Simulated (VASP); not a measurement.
A run of VASP 6.6.1 is set up as follows.

File INCAR:

```
PREC     = Accurate       # precision mode
ENCUT    = 500            # plane-wave cutoff, eV
EDIFF    = 1E-7           # SCF threshold, eV
ISMEAR   = 0              # smearing method
SIGMA    = 0.1            # smearing width, eV
LREAL    = False          # projectors in reciprocal space
LASPH    = True           # aspherical terms in the spheres
NELM     = 120            # most SCF steps
ALGO     = Normal         # electronic algorithm
ISIF     = 3              # what is computed and relaxed
LWAVE    = False          # write WAVECAR
LCHARG   = False          # write CHGCAR
GGA      = PE             # functional
IBRION   = 2              # ionic algorithm
NSW      = 90             # ionic steps
EDIFFG   = -0.04          # ionic threshold
GGA_COMPAT= False        
NELMIN   = 4
```

KPOINTS

```
regular mesh
0
Gamma
  6 6 4
```

The input POSCAR:

```
NaH4
1.0
    3.4215189900      0.0000000000      0.0000000000
   -1.7107594900      2.9631223600      0.0000000000
    0.0000000000      0.0000000000      7.3904810100
Na H
1 4
Direct
    0.0000000000      0.0000000000      0.0000000000
    0.3333333300      0.6666666700      0.2500000000
    0.3333333300      0.6666666700      0.7500000000
    0.6666666700      0.3333333300      0.2500000000
    0.6666666700      0.3333333300      0.7500000000
```

Potentials or basis: VASP PAW PBE potentials, release 64 (Na_pv, H).

Command:

```sh
$ cat potpaw_PBE.64/Na_pv/POTCAR potpaw_PBE.64/H/POTCAR > POTCAR
$ mpirun -np 1 vasp_std > vasp.out
```

(1) What does it give for the relaxed volume?

(2) Estimate the space group after relaxing (to 0.1 Å).

(3) Predict the band gap on the k mesh.

(4) What does it give for the relaxed cell?

## Answers

(1) 9.11 Å³/atom.

(2) P6/mmm (No. 191).

(3) zero (an odd number of electrons rules out a gap without spin polarisation).

(4) a = 2.885 Å, b = 2.885 Å, c = 6.317 Å, α = 90.00°, β = 90.00°, γ = 120.00°.

Caveat: the cell differs from its parent crystal (atoms taken out); the volume moved by over 15 % at a fixed basis, so the end points are rough.
